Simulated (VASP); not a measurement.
# AlN: electric field gradients with PBE

Crystal: AlN.

```xyz
4
Lattice="3.1110 0.0467 0.0467 -1.5151 2.6709 0.0171 0.0747 0.0747 4.9780" Properties=species:S:1:pos:R:3 pbc="T T T"
Al    0.0269    1.7961    0.0269
Al    1.6063    0.9587    2.5258
N     0.0557    1.8249    1.9435
N     1.6351    0.9875    4.4423
```

This cell differs from its parent crystal: equal xy, yz and zx shear strains of +3 %.

```json
{
 "Program": "VASP 6.6.1",
 "Task": "electric field gradients",
 "Functional": "PBE",
 "Potentials or basis": "VASP PAW PBE potentials, release 64 (Al, N)",
 "Cutoff": "520 eV",
 "k mesh": "11 × 11 × 6",
 "Occupations": "fermi-dirac, width 0.02 eV",
 "Spin": "no spin polarisation",
 "Dipole correction": "no",
 "Further INCAR settings": "ALGO = Normal; EDIFF = 1e-08; NBANDS = 16"
}
```

The pressure is 4.1 GPa. The largest force is 0.519 eV/Å. The band gap on the k mesh is 4.10 eV, direct.

Forces on the atoms (eV/Å):
```
Al  -0.409 -0.126  0.218
Al   0.120 -0.159  0.188
N   -0.164  0.159 -0.184
N    0.452  0.126 -0.222
```

Stress tensor (GPa, compression positive):
```
 4.66 -5.46 -3.91
-5.46  4.70 -3.90
-3.91 -3.90  2.84
```

Levels at points of the mesh, in eV from the valence-band top:
| k point | band 6 | band 7 | band 8 | band 9 | band 10 | band 11 |
| --- | --- | --- | --- | --- | --- | --- |
| (0.00, 0.00, 0.00) | -0.43 | -0.25 | 0.00 | 4.10 | 6.55 | 10.47 |
| (0.00, 0.00, 0.50) | -0.72 | -0.61 | -0.52 | 6.33 | 6.39 | 10.21 |

Electric field gradients, principal values (V/Å²):
```
atom   least  middle  greatest (by size)
1 Al   1.333  10.012             -11.345
2 Al  -1.032  -8.250               9.283
 3 N  -2.660  -4.148               6.808
 4 N  -2.930  -4.910               7.840
```

It took 2.6 min on 1 thread of Intel(R) Xeon(R) Platinum 8488C (Sapphire Rapids) (shared host), peak memory 0.31 GiB.

Caveat: the cell differs from its parent crystal (equal xy, yz and zx shear strains of +3 %); without QUAD_EFG the Cq values of the log hold for a quadrupole moment of 1 mb, not for the nuclei. A k mesh can miss the band edges.
